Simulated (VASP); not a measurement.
Crystal: LiRu.

```
Li Ru
1.0
     2.71584    0.00000    0.00000
     0.00000    2.71584    0.00000
     0.00000    0.00000    3.55968
Li Ru
1 1
Direct
  0.50000 0.50000 0.50000
  0.00000 0.00000 0.00000
```

| Quantity | Value |
| --- | --- |
| Program | VASP 6.6.1 |
| Task | relaxation of cell and atoms |
| Functional | PBE |
| Potentials or basis | VASP PAW PBE potentials, release 64 (Li_sv, Ru_pv) |
| Cutoff | 600 eV |
| k mesh | 6 × 6 × 6 |
| Occupations | gaussian, width 0.1 eV |
| Spin | no spin polarisation |

At the start: pressure -4.6 GPa; volume 13.13 Å³/atom.

How do energy, volume and symmetry change on relaxing?

Over 11 steps the energy falls by 233.2 meV/atom and the volume is 13.46 Å³/atom (+2.5 %); space group P4/mmm (No. 123, to 0.05 Å).

The path:
| step | energy change (eV) | largest force (eV/Å) | pressure (GPa) | volume (Å³) |
| --- | --- | --- | --- | --- |
| 1 | 0.0000 | 0.0000 | -4.62 | 26.26 |
| 2 | -0.1348 | 0.0000 | 2.96 | 24.81 |
| 3 | -0.1771 | 0.0000 | 10.35 | 23.81 |
| 4 | -0.2389 | 0.0000 | 11.25 | 23.89 |
| 5 | -0.3345 | 0.0000 | 15.82 | 24.00 |
| 6 | -0.4351 | 0.0000 | 7.32 | 25.47 |
| 7 | -0.4616 | 0.0000 | -1.22 | 27.45 |
| 8 | -0.4646 | 0.0000 | 0.61 | 26.97 |
| 9 | -0.4646 | 0.0000 | 0.86 | 26.90 |
| 10 | -0.4657 | 0.0000 | 0.58 | 26.91 |
| 11 | -0.4664 | 0.0000 | 0.09 | 26.92 |

Final structure:
```yaml
crystal:
  lattice:
    - [2.49066, 0.00000, 0.00000]
    - [0.00000, 2.49066, 0.00000]
    - [0.00000, 0.00000, 4.34020]
  atoms:
    - { symbol: Li, position: [0.50000, 0.50000, 0.50000] }
    - { symbol: Ru, position: [0.00000, 0.00000, 0.00000] }
```

Caveat: the k points lie up to 0.42 Å⁻¹ apart in the final cell; the cutoff is under 1.25 times the usual one of these potentials, so pressure, stress and relaxed cells hold a basis-set (Pulay) error.
